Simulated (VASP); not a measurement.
Set up this calculation in VASP 6.6.1, as the native input.

```
Task                   : single point
Functional             : PBEsol
Potentials or basis    : VASP PAW PBE potentials, release 64 (Bi_d, Te)
Cutoff                 : 520 eV
k mesh                 : 14 × 14 × 14
Occupations            : gaussian, width 0.15 eV
Spin                   : no spin polarisation
Dipole correction      : no
Further INCAR settings : ALGO = Normal; EDIFF = 1e-07; NBANDS = 18
```

The structure of BiTe lies in POSCAR:

```
BiTe
1.0
    0.0000000000      2.8260328034      4.2390492051
    2.8260328034      0.0000000000      4.2390492051
    2.8260328034      2.8260328034      0.0000000000
Bi Te
1 1
Direct
    0.0000000000      0.0000000000      0.0000000000
    0.5000000000      0.5000000000      0.5000000000
```

This cell differs from its parent crystal: ratio of the length along z to the lengths across it x 1.5, volume and fractional coordinates fixed.

These files were run (other wordings do the same):

INCAR

```
SYSTEM = BiTe
ALGO = Normal ; EDIFF = 1E-7
ENCUT = 520 ; GGA = PS
ISIF = 2 ; ISMEAR = 0
LASPH = .True. ; LCHARG = .False.
LREAL = .False. ; LWAVE = .False.
NBANDS = 18 ; NELM = 80
PREC = Accurate ; SIGMA = 0.15
```

KPOINTS

```
k-points
0
Gamma
  14 14 14
  0 0 0
```

Potentials or basis: VASP PAW PBE potentials, release 64 (Bi_d, Te).

Command:

```bash
$ cat potpaw_PBE.64/Bi_d/POTCAR potpaw_PBE.64/Te/POTCAR > POTCAR
$ mpirun -np 1 vasp_std > vasp.out
```

It gave:

The pressure is 12.7 GPa and the band gap on the k mesh is zero (an odd number of electrons rules out a gap without spin polarisation).

Caveat: the cell stands under pressure; the PAW data sets were made with another functional, which shifts forces and pressure a little; spin-orbit coupling is left out, which moves the levels of the heavy elements.

It took 120 s on 1 thread of Intel(R) Xeon(R) 6975P-C (Granite Rapids), with other jobs on the host, peak memory 0.44 GiB.
